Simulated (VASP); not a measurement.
# Sb (Fm-3m) in VASP: single point with PBE

Aim: the single point of Sb with PBE.

Everything below comes from runs of VASP 6.6.1. Logs are shortened: lines on timing, memory, paths and dates and some standing lists are left out, and cuts for length are marked.

### 1 The cell of the first run

The structure is cubic, space group Fm-3m (No. 225). Conventional cell: a = 4.793 Å, b = 4.793 Å, c = 4.793 Å, α = 90.00°, β = 90.00°, γ = 90.00°. Within 4.5 Å of Sb (site symmetry m-3m) lie 12 Sb at 3.39 Å.

This isn't the form of Sb at room conditions, which is rhombohedral.

### 2 Single point, PBE

Contents of INCAR:

```
ALGO     = Normal         # electronic algorithm
EDIFF    = 1E-6           # SCF threshold, eV
ENCUT    = 520            # plane-wave cutoff, eV
GGA      = PE             # functional
ISIF     = 2              # what is computed and relaxed
ISMEAR   = -1             # smearing method
ISYM     = 0            
LASPH    = T              # aspherical terms in the spheres
LCHARG   = T              # write CHGCAR
LELF     = T              # ELF
LREAL    = F              # projectors in reciprocal space
LVHAR    = T            
LWAVE    = F              # write WAVECAR
NBANDS   = 14             # bands
NELM     = 100            # most SCF steps
PREC     = Accurate       # precision mode
SIGMA    = 0.1            # smearing width, eV
```

Contents of KPOINTS:

```
Automatic mesh
0
Gamma
  11 11 4
  0.5 0.5 0.5
```

Contents of POSCAR:

```
Sb
1.0
    0.0000000000      2.3962708729     -2.3962708729
   -2.3962708729      0.0000000000      2.3962708729
    4.7925417458      4.7925417458      4.7925417458
Sb
3
Direct
    0.0000000000      0.0000000000      0.0000000000
    0.3333333330      0.6666666670      0.3333333330
    0.6666666670      0.3333333330      0.6666666670
```

Potentials or basis: VASP PAW PBE potentials, release 64 (Sb).

On the command line:

```bash
$ cat potpaw_PBE.64/Sb/POTCAR > POTCAR
$ mpirun -np 1 vasp_std > vasp.out
```

OUTCAR:

```text
EDIFF = 1E-6
   ENCUT = 520
   GGA = PE
   ISIF = 2
   ISMEAR = -1
   ISYM = 0
   LASPH = T
   LREAL = F
   NELM = 100
   PREC = Accurate

 ion  position               nearest neighbor table
   1  0.000  0.000  0.000-   2 3.39   3 3.39   3 3.39   2 3.39   3 3.39   2 3.39
   2  0.333  0.667  0.333-   1 3.39   1 3.39   1 3.39   3 3.39   3 3.39   3 3.39
   3  0.667  0.333  0.667-   1 3.39   1 3.39   1 3.39   2 3.39   2 3.39   2 3.39

IMPORTANT INFORMATION: All symmetrisations will be switched off!
NOSYMM: (Re-)initialisation of all symmetry stuff for point group C_1.

----------------------------------------------------------------------------------------

                                     Primitive cell

  volume of cell :      82.5580

  direct lattice vectors                    reciprocal lattice vectors
     0.000000000  2.396270873 -2.396270873    -0.139105031  0.278210061 -0.139105031
    -2.396270873  0.000000000  2.396270873    -0.278210061  0.139105031  0.139105031
     4.792541746  4.792541746  4.792541746     0.069552515  0.069552515  0.069552515

  length of vectors
     3.388838768  3.388838768  8.300925801     0.340736346  0.340736346  0.120468490

  position of ions in fractional coordinates (direct lattice)
     0.000000000  0.000000000  0.000000000
     0.333333333  0.666666667  0.333333333
     0.666666667  0.333333333  0.666666667

  ion indices of the primitive-cell ions
   primitive index   ion index
                 1           1
                 2           2
                 3           3

----------------------------------------------------------------------------------------

 KPOINTS: Automatic mesh

Automatic generation of k-mesh.
 Grid dimensions read from file:
 generate k-points for:   11   11    4

 Generating k-lattice:

  Cartesian coordinates                     Fractional coordinates (reciprocal lattice)
    -0.012645912  0.025291824 -0.012645912     0.090909091  0.000000000  0.000000000
    -0.025291824  0.012645912  0.012645912     0.000000000  0.090909091  0.000000000
     0.017388129  0.017388129  0.017388129     0.000000000  0.000000000  0.250000000

  Length of vectors
     0.030976031  0.030976031  0.030117123

  Shift w.r.t. Gamma in fractional coordinates (k-lattice)
     0.500000000  0.500000000  0.500000000

 Subroutine IBZKPT returns following result:
 ===========================================

 Found    726 irreducible k-points:

 Following reciprocal coordinates:
            Coordinates               Weight
  0.045455  0.045455  0.125000      2.000000
 -0.045455  0.090909  0.125000      2.000000
 -0.090909  0.045455  0.125000      2.000000
 -0.045455 -0.045455  0.125000      2.000000
  0.045455 -0.090909  0.125000      2.000000
[... 48 lines left out ...]
   PSTRESS=    0.0 pullay stress
   NELECT =      15.0000    total number of electrons
   NUPDOWN=      -1.0000    fix difference up-down
   EMIN   =  10.00;   EMAX   =-10.00  energy-range for DOS
   EFERMI =   0.00;   METHOD = LEGACY
   ISMEAR =    -1;   SIGMA  =   0.10  broadening in eV -4-tet -1-fermi 0-gaus
   EFERMI_NEDOS =   21; number of points for ismear=-14 and -15
   IALGO  =     38    algorithm
   IMIX   =      4    mixing-type and parameters
     AMIX     =   0.40;   BMIX     =  1.00
     AMIX_MAG =   1.60;   BMIX_MAG =  1.00
  volume/ion in A,a.u.               =      27.52       185.71
  Fermi-wavevector in a.u.,A,eV,Ry     =   0.927226  1.752203 11.697582  0.859748
  Thomas-Fermi vector in A             =   2.053273
   LORBIT       =      0    0 simple, 1 ext, 2 COOP (PROOUT), +10 PAW based schemes
   GGA     = PE    functional components
   LHFCALC =     F    Hartree Fock is set to
   AEXX    =    0.0000 exact exchange contribution
   IVDW    =     0    specifies the selected vdW correction
   LEPSILON=     F    determine dielectric tensor
   LRPA    =     F    only Hartree local field effects (RPA)
 non-spin polarized calculation
  energy-cutoff  :      520.00
  volume of cell :       82.56
 maximum number of plane-waves:      2241
 NGX is ok and might be reduce to    28
   NGX = 13   NGY = 13   NGZ = 31

 number of electron      15.0000000 magnetization

 Free energy of the ion-electron system (eV)
  ---------------------------------------------------
  ext. energy  EPLUGINS =         0.00000000
  ---------------------------------------------------
  free energy    TOTEN  =       -11.49351462 eV

  energy without entropy =      -11.42025972  energy(sigma->0) =      -11.45688717

 E-fermi :   8.2670     XC(G=0): -10.1395

 val. band max:        8.2383817490   @ k =  -0.2727   0.3182   0.3750
 cond. band min:       8.2707407593   @ k =   0.2727   0.5000   0.1250
 fundamental gap:      0.0323590104
 Fermi energy:         8.2670361896

 k-point     1 :       0.0455    0.0455    0.1250
  band No.  band energies     occupation
      1      -4.3744      2.00000
      2      -2.8007      2.00000
      3      -1.8422      2.00000
      4       4.3407      2.00000
      5       6.3677      2.00000
      6      10.8947      0.00000
      7      11.0774      0.00000
      8      11.8487      0.00000
      9      12.3273      0.00000
     10      12.3773      0.00000
     11      12.9594      0.00000
     12      13.2204      0.00000
     13      16.3481      0.00000
     14      16.5716      0.00000
[... 377 lines left out ...]
      1      -3.3924      2.00000
      2      -1.8400      2.00000
      3      -0.9662      2.00000
      4       5.1631      2.00000
      5       6.5698      2.00000
      6       6.6492      2.00000
      7       7.8608      1.96618
      8       8.8309      0.00709
      9       9.7262      0.00000
     10      10.8621      0.00000
     11      11.6065      0.00000
     12      12.8106      0.00000
     13      14.1558      0.00000
     14      15.2261      0.00000

 [... further k-points ...]
[... 5 lines left out ...]
  --------------------------------------------------------------------------------------
  -------------------------------------------------------------------------------------
  Total       -0.1666519     -0.1666521     -0.1666526     -0.0638270     -0.0638262     -0.0638263
  in kB       -3.2341623     -3.2341673     -3.2341766     -1.2386714     -1.2386554     -1.2386581
  external PRESSURE =      -3.2341687 kB  Pullay stress =       0.0000000 kB

 VOLUME and BASIS-vectors are now :
 -----------------------------------------------------------------------------
  energy-cutoff  :      520.00
  volume of cell :       82.56
      direct lattice vectors                 reciprocal lattice vectors
     0.000000000  2.396270873 -2.396270873    -0.139105031  0.278210061 -0.139105031
    -2.396270873  0.000000000  2.396270873    -0.278210061  0.139105031  0.139105031
     4.792541746  4.792541746  4.792541746     0.069552515  0.069552515  0.069552515

 POSITION                                       TOTAL-FORCE (eV/Angst)
 -----------------------------------------------------------------------------------
      0.00000      0.00000      0.00000         0.000000      0.000000      0.000000
     -0.00000      2.39627      2.39627        -0.000013     -0.000013     -0.000013
      2.39627      4.79254      2.39627         0.000012      0.000012      0.000012
 -----------------------------------------------------------------------------------
    total drift:                               -0.000000     -0.000000      0.000000

  FREE ENERGIE OF THE ION-ELECTRON SYSTEM (eV)
  ---------------------------------------------------
  free  energy   TOTEN  =       -11.4935146237 eV

  energy  without entropy=      -11.4202597160  energy(sigma->0) =      -11.45688717
```

OSZICAR:

```text
N       E                     dE             d eps       ncg     rms          rms(c)
DAV:   1     0.539943768099E+02    0.53994E+02   -0.47410E+03 20328   0.799E+02
DAV:   2    -0.844545943903E+01   -0.62440E+02   -0.58471E+02 26496   0.136E+02
DAV:   3    -0.114815652185E+02   -0.30361E+01   -0.29747E+01 24548   0.326E+01
DAV:   4    -0.115086550405E+02   -0.27090E-01   -0.27061E-01 24450   0.369E+00
DAV:   5    -0.115089370662E+02   -0.28203E-03   -0.28202E-03 25760   0.424E-01    0.282E+00
DAV:   6    -0.114987501771E+02    0.10187E-01   -0.62635E-03 23910   0.423E-01    0.159E+00
DAV:   7    -0.114934655993E+02    0.52846E-02   -0.11749E-02 22428   0.583E-01    0.625E-02
DAV:   8    -0.114935149371E+02   -0.49338E-04   -0.22044E-04 26340   0.106E-01    0.196E-02
DAV:   9    -0.114935169699E+02   -0.20328E-05   -0.48757E-06 24744   0.177E-02    0.382E-03
DAV:  10    -0.114935154728E+02    0.14971E-05   -0.34386E-07 17568   0.398E-03    0.268E-03
DAV:  11    -0.114935146237E+02    0.84909E-06   -0.34164E-08 14136   0.134E-03
   1 F= -.11493515E+02 E0= -.11456887E+02  d E =-.732549E-01
```

stdout:

```text
POSCAR found type information on POSCAR Sb
 POSCAR found :  1 types and       3 ions
 scaLAPACK will be used
 LDA part: xc-table for (Slater+PW92), standard interpolation
 POSCAR, INCAR and KPOINTS ok, starting setup
 FFT: planning ... GRIDC
 FFT: planning ... GRID_SOFT
 FFT: planning ... GRID
 WAVECAR not read
 entering main loop
```

Run time: 15 min. Hardware: 1 thread of Intel Xeon 8259CL, shared host; peak memory 0.76 GiB.

What came out:

* Free energy: -11.4935 eV
* Pressure: -0.3 GPa
* Band gap on the k mesh: zero (an odd number of electrons rules out a gap without spin polarisation)

Caveat: spin-orbit coupling is left out, which moves the levels of the heavy elements.
